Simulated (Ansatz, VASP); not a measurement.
## Two plane-wave programs on TaN

The input POSCAR:

```
TaN
1.0
    2.9380000000      0.0000000000      0.0000000000
   -1.4690000000      2.5443826363      0.0000000000
    0.0000000000      0.0000000000      2.8830000000
Ta N
1 1
Direct
    0.3333333333      0.6666666667      0.5000000000
    0.0000000000      0.0000000000      0.0000000000
```

INCAR.step1

```
SYSTEM = TaN
ALGO = Normal
EDIFF = 1E-4
ENCUT = 600
GGA = PE
ISMEAR = 0
LASPH = .True.
LCHARG = .False.
LREAL = .False.
LWAVE = .True.
NELM = 100
PREC = Accurate
SIGMA = 0.1
```

Contents of INCAR.step2:

```
SYSTEM = TaN
ALGO = Normal
EDIFF = 1E-6
EDIFFG = -0.005
ENCUT = 600
IBRION = 2
ISIF = 3
ISMEAR = 0
ISTART = 1
LASPH = .True.
LCHARG = .False.
LMIXTAU = .True.
LREAL = .False.
LWAVE = .False.
METAGGA = R2SCAN
NELM = 100
NSW = 100
PREC = Accurate
SIGMA = 0.1
```

KPOINTS

```
k-points
0
Gamma
  18 18 14
  0 0 0
```

Input for Ansatz:

```yaml
crystal:
  lattice:
    - [2.9379988584, 0.0, 0.0]
    - [-1.4689994292, 2.5443816477, 0.0]
    - [0.0, 0.0, 2.883]
  atoms:
    - { symbol: Ta, position: [0.3333333333, 0.6666666667, 0.5] }
    - { symbol: "N", position: [0.0, 0.0, 0.0] }
basis:
  ecutwfc: 500
kpoints:
  mp_grid: { grid: [18, 18, 14] }
hamiltonian:
  xc: r2scan
scf:
  occupations: { method: gaussian, width: 0.1 }
output:
  forces: true
  stress: true
  eigenvalues: true
relax:
  adjacent_minimum: "off"
  f_tol: 0.005
  max_steps: 80
  cell: { stress_tol: 0.05 }
```

Alike in both runs: task relaxation of cell and atoms; functional r2SCAN; k mesh 18 × 18 × 14; occupations gaussian, width 0.1 eV; no spin polarisation.

|  | VASP | Ansatz |
| --- | --- | --- |
| version | VASP 6.6.1 | Ansatz 0.2.0 |
| potentials or method | VASP PAW PBE potentials, release 64 (Ta_pv, N), cutoff 600 eV | scalar-relativistic, plane waves, PAW |
| valence electrons in the cell | 16 | 18 |

Ansatz gave:

```
gap on the k mesh at the Fermi level, each at its own relaxed structure (eV) : none
relaxed volume (Å³/atom)                                                     : 10.77
relaxed cell length with the largest relative difference (Å)                 : 2.936
```

Problem. Which values does VASP return?

Solution. gap on the k mesh at the Fermi level, each at its own relaxed structure (eV): none; relaxed volume (Å³/atom): 10.82; relaxed cell length with the largest relative difference (Å): 2.941.

VASP's potentials were made for PBE, not for r2SCAN. A gap of «none» marks a metal or a gap that the smearing closes. VASP's potentials hold 16 valence electrons a cell and Ansatz's 18, so a difference there can come from the potentials and not from the codes.

Neither program's run includes spin-orbit coupling.
